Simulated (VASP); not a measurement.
Set up this calculation in VASP 6.6.1, as the native input.

```
Task                   : single point
Functional             : PBE
Potentials or basis    : VASP PAW PBE potentials, release 64 (Mo_sv, S)
Cutoff                 : 500 eV
k mesh                 : 16 × 16 × 4
Occupations            : fermi-dirac, width 0.02 eV
Spin                   : collinear spin
Starting moments       : [2.0, 2.0, 0.0, 0.0, 0.0, 0.0] μB
Dipole correction      : no
Further INCAR settings : ALGO = Normal; EDIFF = 1e-06; NBANDS = 39
```

The structure of MoS2 lies in POSCAR:

```
MoS2
1.0
    3.1813205280      0.0000000000      0.0000000000
   -1.5906602640      2.7551043948      0.0000000000
    0.0000000000      0.0000000000     12.6948873299
Mo S
2 4
Direct
    0.3333333333      0.6666666667      0.2500000000
    0.6666666667      0.3333333333      0.7500000000
    0.3333333333      0.6666666667      0.6270983803
    0.6666666667      0.3333333333      0.1270983803
    0.3333333333      0.6666666667      0.8729016197
    0.6666666667      0.3333333333      0.3729016197
```

The input as run:

INCAR

```
SYSTEM = MoS2
ALGO     = Normal         ! electronic algorithm
EDIFF    = 1E-6           ! SCF threshold, eV
ENCUT    = 500            ! plane-wave cutoff, eV
GGA      = PE             ! functional
GGA_COMPAT= .FALSE.      
ISIF     = 2              ! what is computed and relaxed
ISMEAR   = -1             ! smearing method
ISPIN    = 2              ! spin polarisation
LASPH    = .TRUE.         ! aspherical terms in the spheres
LCHARG   = .FALSE.        ! write CHGCAR
LMAXMIX  = 4              ! l up to which the mixer works
LORBIT   = 11             ! projections on sites
LREAL    = .FALSE.        ! projectors in reciprocal space
LWAVE    = .FALSE.        ! write WAVECAR
MAGMOM   = 2 2 0 0 0 0    ! initial moments
NBANDS   = 39             ! bands
NELM     = 200            ! most SCF steps
PREC     = Accurate       ! precision mode
SIGMA    = 0.02           ! smearing width, eV
```

KPOINTS

```
k-points
0
G
  16 16 4
  0 0 0
```

Potentials or basis: VASP PAW PBE potentials, release 64 (Mo_sv, S).

Run with:

```sh
$ cat potpaw_PBE.64/Mo_sv/POTCAR potpaw_PBE.64/S/POTCAR > POTCAR
$ mpirun -np 1 vasp_std > vasp.out
```

Results of the run:

```
Pressure                                              : 0.9 GPa
Largest force                                         : 0.008 eV/Å
Band gap on the k mesh                                : 1.05 eV (least direct gap 1.72 eV)
Net moment                                            : 0.00 μB per cell
Valence electrons inside the program's atomic spheres : Mo 12.44; S 3.70
```

Caveat: this functional lacks dispersion, which binds layers or chains, so the pressure and a relaxed spacing across them are unreliable.

Wall time 8.5 min on 1 thread of Intel(R) Xeon(R) Platinum 8488C (Sapphire Rapids), with other jobs on the host, peak memory 0.62 GiB.
